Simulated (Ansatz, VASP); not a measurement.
# Two plane-wave programs on Au

INCAR

```
SYSTEM = Au
  ALGO = Normal
  EDIFF = 1E-6
  ENCUT = 520
  GGA = PE
  ISIF = 2
  ISMEAR = 0
  LASPH = .True.
  LCHARG = .False.
  LREAL = .False.
  LWAVE = .False.
  NBANDS = 12
  NELM = 60
  PREC = Accurate
  SIGMA = 0.1
```

The input KPOINTS:

```
k-points
0
Gamma
  18 18 18
  0 0 0
```

Contents of POSCAR:

```
Au
1.0
   -1.6169582373      1.6169582373      1.6169582373
    1.6169582373     -1.6169582373      1.6169582373
    1.6169582373      1.6169582373     -1.6169582373
Au
1
Direct
    0.0000000000      0.0000000000      0.0000000000
```

Input for Ansatz:

```yaml
crystal:
  lattice:
    - [-1.6169582373, 1.6169582373, 1.6169582373]
    - [1.6169582373, -1.6169582373, 1.6169582373]
    - [1.6169582373, 1.6169582373, -1.6169582373]
  atoms:
    - { symbol: Au, position: [0.0, 0.0, 0.0] }
basis:
  ecutwfc: 420
kpoints:
  mp_grid: { grid: [18, 18, 18] }
hamiltonian:
  xc: pbe
scf:
  occupations: { method: gaussian, width: 0.1 }
output:
  forces: true
  stress: true
  eigenvalues: true
```

Alike in both runs: task single point; functional PBE; k mesh 18 × 18 × 18; occupations gaussian, width 0.1 eV; no spin polarisation.

|  | VASP | Ansatz |
| --- | --- | --- |
| version | VASP 6.6.1 | Ansatz 0.2.0 |
| potentials or method | VASP PAW PBE potentials, release 64 (Au), cutoff 520 eV | scalar-relativistic, plane waves, PAW |
| valence electrons in the cell | 11 | 19 |

```csv
,VASP,Ansatz,Ansatz less VASP
gap on the k mesh at the Fermi level (eV),none,none,-
pressure (GPa),10.1,10.4,+0.33
```

A gap of «none» marks a metal or a gap that the smearing closes. VASP's potentials hold 11 valence electrons a cell and Ansatz's 19, so a difference there can come from the potentials and not from the codes.

Spin-orbit coupling is off throughout.
